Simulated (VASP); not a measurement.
# N (Pm-3m) in VASP: single point with PBEsol

Aim: the single point of N with PBEsol.

Program: VASP 6.6.1. These are calculated values, not measurements. Logs are shortened: lines on timing, memory, paths and dates and some standing lists are left out, and cuts for length are marked.

**1. The cell of the first run**

It takes space group Pm-3m (No. 221, cubic). The conventional cell has a = 4.757 Å, b = 4.757 Å, c = 4.757 Å, α = 90.00°, β = 90.00°, γ = 90.00°.

**2. Single point, PBEsol**

File INCAR:

```
SYSTEM = N
PREC = Accurate
ENCUT = 600
EDIFF = 1E-6
ISMEAR = -1
SIGMA = 0.3
LREAL = .FALSE.
LASPH = .TRUE.
NELM = 120
ALGO = Normal
ISIF = 2
LWAVE = .FALSE.
LCHARG = .TRUE.
GGA = PS
LELF = .TRUE.
LVHAR = .TRUE.
NBANDS = 8
GGA_COMPAT = .FALSE.
```

File KPOINTS:

```
Automatic mesh
0
G
  5 5 5
  0 0 0
```

File POSCAR:

```
N
1.0
    4.7573000000      0.0000000000      0.0000000000
    0.0000000000      4.7573000000      0.0000000000
    0.0000000000      0.0000000000      4.7573000000
N
1
Direct
    0.5000000000      0.5000000000      0.5000000000
```

Potentials or basis: VASP PAW PBE potentials, release 64 (N).

The run is started by

```console
cat potpaw_PBE.64/N/POTCAR > POTCAR
mpirun -np 1 vasp_std > vasp.out
```

OUTCAR:

```text
SYSTEM = N
   PREC = Accurate
   ENCUT = 600
   EDIFF = 1E-6
   ISMEAR = -1
   LREAL = .FALSE.
   LASPH = .TRUE.
   NELM = 120
   ISIF = 2
   GGA = PS

 ion  position               nearest neighbor table
   1  0.500  0.500  0.500-

  LATTYP: Found a simple cubic cell.
 ALAT       =     4.7573000000

  Lattice vectors:

 A1 = (   4.7573000000,   0.0000000000,   0.0000000000)
 A2 = (   0.0000000000,   4.7573000000,   0.0000000000)
 A3 = (   0.0000000000,   0.0000000000,   4.7573000000)

Analysis of symmetry for initial positions (statically):
=====================================================================
 Subroutine PRICEL returns:
 Original cell was already a primitive cell.

 Routine SETGRP: Setting up the symmetry group for a
 simple cubic supercell.

 Subroutine GETGRP returns: Found 48 space group operations
 (whereof 48 operations were pure point group operations)
 out of a pool of 48 trial point group operations.

The static configuration has the point symmetry O_h .

Analysis of symmetry for dynamics (positions and initial velocities):
=====================================================================
 Subroutine PRICEL returns:
 Original cell was already a primitive cell.

 Routine SETGRP: Setting up the symmetry group for a
 simple cubic supercell.

 Subroutine GETGRP returns: Found 48 space group operations
 (whereof 48 operations were pure point group operations)
 out of a pool of 48 trial point group operations.

The dynamic configuration has the point symmetry O_h .

 Subroutine INISYM returns: Found 48 space group operations
 (whereof 48 operations are pure point group operations),
 and found     1 'primitive' translations

----------------------------------------------------------------------------------------

                                     Primitive cell

  volume of cell :     107.6668

  direct lattice vectors                    reciprocal lattice vectors
     4.757300000  0.000000000  0.000000000     0.210203267  0.000000000  0.000000000
     0.000000000  4.757300000  0.000000000     0.000000000  0.210203267  0.000000000
     0.000000000  0.000000000  4.757300000     0.000000000  0.000000000  0.210203267

  length of vectors
     4.757300000  4.757300000  4.757300000     0.210203267  0.210203267  0.210203267

  position of ions in fractional coordinates (direct lattice)
     0.500000000  0.500000000  0.500000000

  ion indices of the primitive-cell ions
   primitive index   ion index
                 1           1

----------------------------------------------------------------------------------------

 KPOINTS: Automatic mesh

Automatic generation of k-mesh.
 Grid dimensions read from file:
 generate k-points for:    5    5    5

 Generating k-lattice:

  Cartesian coordinates                     Fractional coordinates (reciprocal lattice)
     0.042040653  0.000000000  0.000000000     0.200000000  0.000000000  0.000000000
     0.000000000  0.042040653  0.000000000     0.000000000  0.200000000  0.000000000
     0.000000000  0.000000000  0.042040653     0.000000000  0.000000000  0.200000000

  Length of vectors
     0.042040653  0.042040653  0.042040653

  Shift w.r.t. Gamma in fractional coordinates (k-lattice)
     0.000000000  0.000000000  0.000000000

 Subroutine IBZKPT returns following result:
 ===========================================

 Found     10 irreducible k-points:

 Following reciprocal coordinates:
            Coordinates               Weight
  0.000000  0.000000  0.000000      1.000000
  0.200000  0.000000  0.000000      6.000000
  0.400000  0.000000  0.000000      6.000000
  0.200000  0.200000  0.000000     12.000000
  0.400000  0.200000  0.000000     24.000000
  0.400000  0.400000  0.000000     12.000000
  0.200000  0.200000  0.200000      8.000000
  0.400000  0.200000  0.200000     24.000000
  0.400000  0.400000  0.200000     24.000000
  0.400000  0.400000  0.400000      8.000000
   k-points           NKPTS =     10   k-points in BZ     NKDIM =     10   number of bands    NBANDS=      8
   number of dos      NEDOS =    301   number of ions     NIONS =      1
   total plane-waves  NPLWV =  64000
   dimension x,y,z NGX =    40 NGY =   40 NGZ =   40
   dimension x,y,z NGXF=    80 NGYF=   80 NGZF=   80
   ions per type =               1
   NGX,Y,Z   is equivalent  to a cutoff of  13.98, 13.98, 13.98 a.u.
   NGXF,Y,Z  is equivalent  to a cutoff of  27.96, 27.96, 27.96 a.u.
 SYSTEM =  N
   PREC   = accura    normal or accurate (medium, high low for compatibility)
   ISTART =      0    job   : 0-new  1-cont  2-samecut
   ICHARG =      2    charge: 1-file 2-atom 10-const
   ISPIN  =      1    spin polarized calculation?
   LNONCOLLINEAR =      F non collinear calculations
   LSORBIT =      F    spin-orbit coupling
   LASPH  =      T    aspherical Exc in radial PAW
   ENCUT  =  600.0 eV  44.10 Ry    6.64 a.u.   9.50  9.50  9.50*2*pi/ulx,y,z
   NELM   =    120;   NELMIN=  2; NELMDL= -5     # of ELM steps
   EDIFF  = 0.1E-05   stopping-criterion for ELM
   LREAL  =      F    real-space projection
   EDIFFG = 0.1E-04   stopping-criterion for IOM
   NSW    =      0    number of steps for IOM
   IBRION =     -1    ionic relax: 0-MD 1-quasi-New 2-CG
   NFREE  =      0    steps in history (QN), initial steepest desc. (CG)
   ISIF   =      2    stress and relaxation
   ISYM   =      2    0-nonsym 1-usesym 2-fastsym
   POTIM  = 0.5000    time-step for ionic-motion
   TEBEG  =    0.0;   TEEND  =   0.0 temperature during run
   PSTRESS=    0.0 pullay stress
   NELECT =       5.0000    total number of electrons
   NUPDOWN=      -1.0000    fix difference up-down
   EMIN   =  10.00;   EMAX   =-10.00  energy-range for DOS
   EFERMI =   0.00;   METHOD = LEGACY
   ISMEAR =    -1;   SIGMA  =   0.30  broadening in eV -4-tet -1-fermi 0-gaus
   EFERMI_NEDOS =   21; number of points for ismear=-14 and -15
   IALGO  =     38    algorithm
   IMIX   =      4    mixing-type and parameters
     AMIX     =   0.40;   BMIX     =  1.00
     AMIX_MAG =   1.60;   BMIX_MAG =  1.00
  volume/ion in A,a.u.               =     107.67       726.57
  Fermi-wavevector in a.u.,A,eV,Ry     =   0.588443  1.111996  4.711221  0.346265
  Thomas-Fermi vector in A             =   1.635709
   LORBIT       =      0    0 simple, 1 ext, 2 COOP (PROOUT), +10 PAW based schemes
   GGA     = PS    functional components
   LHFCALC =     F    Hartree Fock is set to
   AEXX    =    0.0000 exact exchange contribution
   IVDW    =     0    specifies the selected vdW correction
   LEPSILON=     F    determine dielectric tensor
   LRPA    =     F    only Hartree local field effects (RPA)
 non-spin polarized calculation
  energy-cutoff  :      600.00
  volume of cell :      107.67
 maximum number of plane-waves:      3695
 NGX is ok and might be reduce to    40
   NGX = 19   NGY = 19   NGZ = 19

 number of electron       4.9999999 magnetization

 Free energy of the ion-electron system (eV)
  ---------------------------------------------------
  ext. energy  EPLUGINS =         0.00000000
  ---------------------------------------------------
  free energy    TOTEN  =        -1.26497665 eV

  energy without entropy =       -0.02389073  energy(sigma->0) =       -0.64443369

 E-fermi :  -6.2420     XC(G=0):  -2.9144

 val. band max:       -6.2779758665   @ k =   0.4000   0.4000   0.4000
 cond. band min:      -6.2395278169   @ k =   0.2000   0.0000   0.0000
 fundamental gap:      0.0384480496
 Fermi energy:        -6.2419659241

 k-point     1 :       0.0000    0.0000    0.0000
  band No.  band energies     occupation
      1     -17.6740      2.00000
      2      -6.1840      0.90375
      3      -6.1840      0.90375
      4      -6.1840      0.90375
      5      -0.4050      0.00000
      6       5.0051      0.00000
      7       5.0051      0.00000
      8       6.2092      0.00000

 k-point     2 :       0.2000    0.0000    0.0000
  band No.  band energies     occupation
      1     -17.6711      2.00000
      2      -6.2395      0.99594
      3      -6.1791      0.89562
      4      -6.1791      0.89562
      5      -0.0988      0.00000
      6       3.7102      0.00000
      7       5.2466      0.00000
      8       6.3473      0.00000

 k-point     3 :       0.4000    0.0000    0.0000
  band No.  band energies     occupation
      1     -17.6663      2.00000
      2      -6.3261      1.13927
      3      -6.1712      0.88266
      4      -6.1712      0.88266
      5       0.7605      0.00000
      6       2.0696      0.00000
      7       5.8836      0.00000
      8       6.6910      0.00000

 k-point     4 :       0.2000    0.2000    0.0000
  band No.  band energies     occupation
      1     -17.6682      2.00000
      2      -6.2374      0.99232
      3      -6.2281      0.97689
      4      -6.1744      0.88786
      5       0.1971      0.00000
      6       3.8191      0.00000
      7       4.1181      0.00000
      8       6.2355      0.00000

 k-point     5 :       0.4000    0.2000    0.0000
  band No.  band energies     occupation
      1     -17.6635      2.00000
      2      -6.3166      1.12367
      3      -6.2216      0.96612
      4      -6.1668      0.87541
      5       1.0307      0.00000
      6       2.3230      0.00000
      7       4.6436      0.00000
      8       5.7559      0.00000

 k-point     6 :       0.4000    0.4000    0.0000
  band No.  band energies     occupation
      1     -17.6590      2.00000
      2      -6.3025      1.10054
      3      -6.2991      1.09502
      4      -6.1596      0.86360
      5       1.7816      0.00000
      6       3.0437      0.00000
      7       3.0545      0.00000
      8       4.3642      0.00000

 k-point     7 :       0.2000    0.2000    0.2000
  band No.  band energies     occupation
      1     -17.6654      2.00000
      2      -6.2347      0.98782
      3      -6.2221      0.96683
      4      -6.2221      0.96683
      5       0.4832      0.00000
      6       4.0248      0.00000
      7       4.0248      0.00000
      8       4.7825      0.00000

 k-point     8 :       0.4000    0.2000    0.2000
  band No.  band energies     occupation
      1     -17.6608      2.00000
      2      -6.3075      1.10885
      3      -6.2191      0.96190
      4      -6.2122      0.95044
      5       1.2912      0.00000
      6       2.5731      0.00000
      7       4.6400      0.00000
      8       5.2682      0.00000

 k-point     9 :       0.4000    0.4000    0.2000
  band No.  band energies     occupation
      1     -17.6563      2.00000
      2      -6.2942      1.08691
      3      -6.2911      1.08169
      4      -6.2060      0.94006
      5       2.0227      0.00000
      6       3.2321      0.00000
      7       3.3226      0.00000
      8       4.5931      0.00000

 k-point    10 :       0.4000    0.4000    0.4000
  band No.  band energies     occupation
      1     -17.6519      2.00000
      2      -6.2819      1.06642
      3      -6.2780      1.05994
      4      -6.2780      1.05994
      5       2.7109      0.00000
      6       3.7376      0.00000
      7       3.7376      0.00000
      8       4.4447      0.00000

------------------------ aborting loop because EDIFF is reached ----------------------------------------

  FORCE on cell =-STRESS in cart. coord.  units (eV):
  Direction    XX          YY          ZZ          XY          YZ          ZX
  --------------------------------------------------------------------------------------
  -------------------------------------------------------------------------------------
  Total       -0.0595741     -0.0595741     -0.0595741      0.0000000      0.0000000     -0.0000000
  in kB       -0.8865153     -0.8865153     -0.8865153      0.0000000      0.0000000     -0.0000000
  external PRESSURE =      -0.8865153 kB  Pullay stress =       0.0000000 kB

 VOLUME and BASIS-vectors are now :
 -----------------------------------------------------------------------------
  energy-cutoff  :      600.00
  volume of cell :      107.67
      direct lattice vectors                 reciprocal lattice vectors
     4.757300000  0.000000000  0.000000000     0.210203267  0.000000000  0.000000000
     0.000000000  4.757300000  0.000000000     0.000000000  0.210203267  0.000000000
     0.000000000  0.000000000  4.757300000     0.000000000  0.000000000  0.210203267

 POSITION                                       TOTAL-FORCE (eV/Angst)
 -----------------------------------------------------------------------------------
      2.37865      2.37865      2.37865         0.000000      0.000000      0.000000
 -----------------------------------------------------------------------------------
    total drift:                                0.000000      0.000000     -0.000000

  FREE ENERGIE OF THE ION-ELECTRON SYSTEM (eV)
  ---------------------------------------------------
  free  energy   TOTEN  =        -1.2649766524 eV

  energy  without entropy=       -0.0238907345  energy(sigma->0) =       -0.64443369
```

Wall time 5.8 s (1 thread of AMD EPYC 9R45 (Zen 5), shared host); peak memory 0.18 GiB.

What came out:

```yaml
Free_energy: -1.2650 eV
Pressure: -0.1 GPa
Band_gap_on_the_k_mesh: zero (an odd number of electrons rules out a gap without spin polarisation)
```

Caveat: so wide a smearing shifts energies and pressures; the PAW data sets were made with another functional, which shifts forces and pressure a little.
